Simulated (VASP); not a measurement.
# SiNi (Pm-3m) in VASP: notebook, part 2 of 2

VASP 6.6.1. Earlier steps stand in the parts before.

## Step 4: Relaxation of cell and atoms, r2SCAN, collinear spin

This run uses another cell than the first one, of 11.80 Å³/atom.

File POSCAR:

```
SiNi
1.0
    2.8686228363      0.0000000000      0.0000000000
    0.0000000000      2.8686228363      0.0000000000
    0.0000000000      0.0000000000      2.8686228363
Si Ni
1 1
Direct
    0.0000000000      0.0000000000      0.0000000000
    0.5000000000      0.5000000000      0.5000000000
```

File INCAR.step1:

```
SYSTEM = SiNi
ALGO     = Normal         ! electronic algorithm
EDIFF    = 1E-4           ! SCF threshold, eV
ENCUT    = 600            ! plane-wave cutoff, eV
GGA      = PE             ! functional
ISMEAR   = 0              ! smearing method
ISPIN    = 2              ! spin polarisation
LASPH    = .TRUE.         ! aspherical terms in the spheres
LCHARG   = .FALSE.        ! write CHGCAR
LMAXMIX  = 4              ! l up to which the mixer works
LREAL    = .FALSE.        ! projectors in reciprocal space
LWAVE    = .TRUE.         ! write WAVECAR
MAGMOM   = 0.13 0.05      ! initial moments
NELM     = 150            ! most SCF steps
PREC     = Accurate       ! precision mode
SIGMA    = 0.1            ! smearing width, eV
```

File INCAR.step2:

```
SYSTEM = SiNi
ALGO     = Normal         ! electronic algorithm
EDIFF    = 1E-7           ! SCF threshold, eV
EDIFFG   = -0.04          ! ionic threshold
ENCUT    = 600            ! plane-wave cutoff, eV
IBRION   = 2              ! ionic algorithm
ISIF     = 3              ! what is computed and relaxed
ISMEAR   = 0              ! smearing method
ISPIN    = 2              ! spin polarisation
ISTART   = 1            
LASPH    = .TRUE.         ! aspherical terms in the spheres
LCHARG   = .FALSE.        ! write CHGCAR
LMAXMIX  = 4              ! l up to which the mixer works
LMIXTAU  = .TRUE.       
LORBIT   = 11             ! projections on sites
LREAL    = .FALSE.        ! projectors in reciprocal space
LWAVE    = .FALSE.        ! write WAVECAR
MAGMOM   = 0.13 0.05      ! initial moments
METAGGA  = R2SCAN         ! meta-GGA
NELM     = 150            ! most SCF steps
NSW      = 90             ! ionic steps
PREC     = Accurate       ! precision mode
SIGMA    = 0.1            ! smearing width, eV
```

File KPOINTS:

```
k-points
0
G
  6 6 6
  0 0 0
```

Run with:

```
$ cat potpaw_PBE.64/Si/POTCAR potpaw_PBE.64/Ni/POTCAR > POTCAR
$ cp INCAR.step1 INCAR
$ mpirun -np 1 vasp_std > vasp.out
$ cp INCAR.step2 INCAR
$ mpirun -np 1 vasp_std > vasp.out
```

It took 42 s on 1 thread of Intel Xeon 6975P-C (Granite Rapids), shared host; peak memory 0.16 GiB.

It converged, with:

* Free energy: -21.1430 eV
* Relaxed volume: 10.98 Å³/atom
* Relaxed cell: a = 2.800 Å, b = 2.800 Å, c = 2.800 Å, α = 90.00°, β = 90.00°, γ = 90.00°
* Space group after relaxing (to 0.1 Å): Pm-3m (No. 221)
* Energy gained by relaxing: 30.2 meV/atom
* Ionic steps: 3
* Pressure after relaxing: 0.0 GPa
* Band gap on the k mesh: zero (filled and empty bands overlap)
* Net moment: 0.00 μB per cell
* Valence electrons inside the program's atomic spheres: Si 1.57; Ni 9.65

The path:
```tsv
step	energy change (eV)	largest force (eV/Å)	pressure (GPa)	volume (Å³)
1	0.0000	0.0000	-10.32	23.61
2	-0.0377	0.0000	8.79	21.10
3	-0.0603	0.0000	-0.01	21.96
```

Final structure:
```yaml
crystal:
  lattice:
    - [2.80022, 0.00000, 0.00000]
    - [0.00000, 2.80022, 0.00000]
    - [0.00000, 0.00000, 2.80022]
  atoms:
    - { symbol: Si, position: [0.00000, 0.00000, 0.00000] }
    - { symbol: Ni, position: [0.50000, 0.50000, 0.50000] }
```

Levels at points of the mesh, in eV from the Fermi level:
Spin up:
| k point | band 3 | band 4 | band 5 | band 6 | band 7 | band 8 | band 9 | band 10 | band 11 |
| --- | --- | --- | --- | --- | --- | --- | --- | --- | --- |
| (0.00, 0.00, 0.00) | -4.99 | -2.86 | -2.86 | -2.86 | 2.31 | 2.31 | 2.31 | 6.59 | 6.59 |
| (0.50, 0.00, 0.00) | -4.32 | -3.93 | -3.93 | -2.74 | -1.98 | 6.33 | 7.40 | 7.40 | 8.87 |
| (0.50, 0.50, 0.00) | -6.39 | -5.16 | -3.55 | -3.55 | -2.28 | 0.00 | 0.35 | 7.93 | 13.47 |
| (0.50, 0.50, 0.50) | -6.90 | -2.24 | -2.24 | -2.15 | 0.33 | 0.33 | 0.33 | 2.09 | 2.09 |
Spin down:
| k point | band 3 | band 4 | band 5 | band 6 | band 7 | band 8 | band 9 | band 10 | band 11 |
| --- | --- | --- | --- | --- | --- | --- | --- | --- | --- |
| (0.00, 0.00, 0.00) | -4.99 | -2.86 | -2.86 | -2.86 | 2.31 | 2.31 | 2.31 | 6.59 | 6.59 |
| (0.50, 0.00, 0.00) | -4.32 | -3.93 | -3.93 | -2.74 | -1.98 | 6.33 | 7.40 | 7.40 | 8.87 |
| (0.50, 0.50, 0.00) | -6.39 | -5.16 | -3.55 | -3.55 | -2.28 | 0.00 | 0.35 | 7.93 | 13.47 |
| (0.50, 0.50, 0.50) | -6.90 | -2.24 | -2.24 | -2.15 | 0.33 | 0.33 | 0.33 | 2.09 | 2.09 |

Caveat: the k points lie up to 0.37 Å⁻¹ apart in the final cell, too coarse for converged energies and pressures of a metal; the PAW data sets were made with another functional, which shifts forces and pressure a little.

## Step 5: Relaxation of cell and atoms, r2SCAN

File POSCAR:

```
SiNi
1.0
    2.7998727190      0.0000000000      0.0000000000
    0.0000000000      2.7998727190      0.0000000000
    0.0000000000      0.0000000000      2.7998727190
Si Ni
1 1
Direct
    0.0000000000      0.0000000000      0.0000000000
    0.5000000000      0.5000000000      0.5000000000
```

File INCAR.step1:

```
ALGO = Normal
EDIFF = 1E-4
ENCUT = 600
GGA = PE
ISMEAR = 0
LASPH = T
LCHARG = F
LREAL = F
LWAVE = T
NELM = 100
PREC = Accurate
SIGMA = 0.1
```

File INCAR.step2:

```
ALGO = Normal
EDIFF = 1E-7
EDIFFG = -0.01
ENCUT = 600
IBRION = 2
ISIF = 3
ISMEAR = 0
ISTART = 1
LASPH = T
LCHARG = F
LMIXTAU = T
LREAL = F
LWAVE = F
METAGGA = R2SCAN
NELM = 100
NSW = 100
PREC = Accurate
SIGMA = 0.1
```

File KPOINTS:

```
k-points
0
Gamma
  20 20 20
```

Run with:

```
$ cat potpaw_PBE.64/Si/POTCAR potpaw_PBE.64/Ni/POTCAR > POTCAR
$ cp INCAR.step1 INCAR
$ mpirun -np 1 vasp_std > vasp.out
$ cp INCAR.step2 INCAR
$ mpirun -np 1 vasp_std > vasp.out
```

It took 65 s on 1 thread of Intel Xeon 6975P-C (Granite Rapids), shared host; peak memory 0.22 GiB.

It converged, with:

| Item | Value |
| --- | --- |
| Free energy | -21.2066 eV |
| Pressure after relaxing | -0.1 GPa |
| Band gap on the k mesh | zero (bands 7 and 8 overlap by 3.54 eV) |

Final structure:
```xyz
2
Lattice="2.7999 0.0000 0.0000 0.0000 2.7999 0.0000 0.0000 0.0000 2.7999" Properties=species:S:1:pos:R:3 pbc="T T T"
Si    0.0000    0.0000    0.0000
Ni    1.3999    1.3999    1.3999
```

Levels at points of the mesh, in eV from the Fermi level:
| k point | band 3 | band 4 | band 5 | band 6 | band 7 | band 8 | band 9 | band 10 | band 11 |
| --- | --- | --- | --- | --- | --- | --- | --- | --- | --- |
| (0.00, 0.00, 0.00) | -4.77 | -2.64 | -2.64 | -2.64 | 2.57 | 2.57 | 2.57 | 6.84 | 6.84 |
| (0.50, 0.00, 0.00) | -4.10 | -3.71 | -3.71 | -2.52 | -1.76 | 6.59 | 7.65 | 7.65 | 9.12 |
| (0.50, 0.50, 0.00) | -6.14 | -4.93 | -3.32 | -3.32 | -2.06 | 0.23 | 0.58 | 8.19 | 13.73 |
| (0.50, 0.50, 0.50) | -6.66 | -2.02 | -2.02 | -1.89 | 0.58 | 0.58 | 0.58 | 2.32 | 2.32 |

Caveat: the relaxation stopped at its first step, so nothing moved; the PAW data sets were made with another functional, which shifts forces and pressure a little. Spin polarisation is off, so any magnetic state and its effect on volume and gap are missing.

## Step 6: The runs side by side

| task | spin | cell | k mesh | cutoff (eV) | gap on the mesh (eV) | pressure (GPa) | moment (μB) |
| --- | --- | --- | --- | --- | --- | --- | --- |
| single point | collinear | a = 2.800 Å, 2 atoms | 6 × 6 × 6 | 520 | none | 0.3 | 0.00 |
| single point | off | a = 2.799 Å, 2 atoms | 20 × 20 × 20 | 520 | none | 0.1 | - |
| relaxation of cell and atoms | collinear | relaxed from a = 2.869 Å, 2 atoms | 6 × 6 × 6 | 600 | none | 0.0 | 0.00 |
| relaxation of cell and atoms | off | relaxed from a = 2.800 Å, 2 atoms | 20 × 20 × 20 | 600 | none | -0.1 | - |

Alike in all rows: level r2SCAN; potentials or basis VASP PAW PBE potentials, release 64 (Si, Ni); smearing gaussian 0.1 eV.

Caveats: some runs use coarse meshes; the PAW data sets were made with another functional, which shifts forces and pressure a little; the relaxation stopped at its first step, so nothing moved (at least some runs).

Total energies depend on the potentials used, so only differences within one code and one set of settings carry meaning.
